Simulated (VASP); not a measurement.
Wanted: the native input for a VASP 6.6.1 run.

```
Task                   : single point
Functional             : PBE
Potentials or basis    : VASP PAW PBE potentials, release 64 (Pb_d, O)
Cutoff                 : 520 eV
k mesh                 : 6 × 10 × 6
Occupations            : fermi-dirac, width 0.05 eV
Spin                   : no spin polarisation
Dipole correction      : no
Further INCAR settings : ALGO = Normal; EDIFF = 1e-07; NBANDS = 64
```

The structure of PbO2 (Plattnerite) lies in POSCAR:

```
PbO2
1.0
    5.2980000000      0.0000000000      0.0000000000
    0.0000000000      3.2690000000      0.0000000000
    0.0000000000      0.0000000000      6.2390000000
Pb O
4 8
Direct
    0.2561853307      0.2500000000      0.8904799045
    0.7438146693      0.7500000000      0.1095200955
    0.7561853307      0.2500000000      0.6095200955
    0.2438146693      0.7500000000      0.3904799045
    0.3552121804      0.2500000000      0.5746284370
    0.6447878196      0.7500000000      0.4253715630
    0.8552121804      0.2500000000      0.9253715630
    0.1447878196      0.7500000000      0.0746284370
    0.0233761766      0.7500000000      0.6764142306
    0.9766238234      0.2500000000      0.3235857694
    0.5233761766      0.7500000000      0.8235857694
    0.4766238234      0.2500000000      0.1764142306
```

One way to write it, as run:

INCAR

```
SYSTEM = PbO2
PREC = Accurate ; ENCUT = 520
EDIFF = 1E-7 ; ISMEAR = -1
SIGMA = 0.05 ; LREAL = .False.
LASPH = .True. ; NELM = 100
ALGO = Normal ; ISIF = 2
LWAVE = .False. ; LCHARG = .False.
GGA = PE ; NBANDS = 64
```

KPOINTS

```
regular mesh
0
Gamma
  6 10 6
  0 0 0
```

Potentials or basis: VASP PAW PBE potentials, release 64 (Pb_d, O).

Launch:

```bash
$ cat potpaw_PBE.64/Pb_d/POTCAR potpaw_PBE.64/O/POTCAR > POTCAR
$ mpirun -np 1 vasp_std > vasp.out
```

Results of the run:

| Quantity | Value |
| --- | --- |
| Pressure | 87.6 GPa |
| Largest force | 0.039 eV/Å |
| Band gap on the k mesh | zero (band 52 reaches 10.83 eV, above the bottom of band 53 at 10.78 eV) |

Caveat: spin-orbit coupling is left out, which moves the levels of the heavy elements.

Run time: 12 min on 1 thread of AMD EPYC 7R43 64-Core Processor (Zen 3) (shared host), peak memory 0.51 GiB.
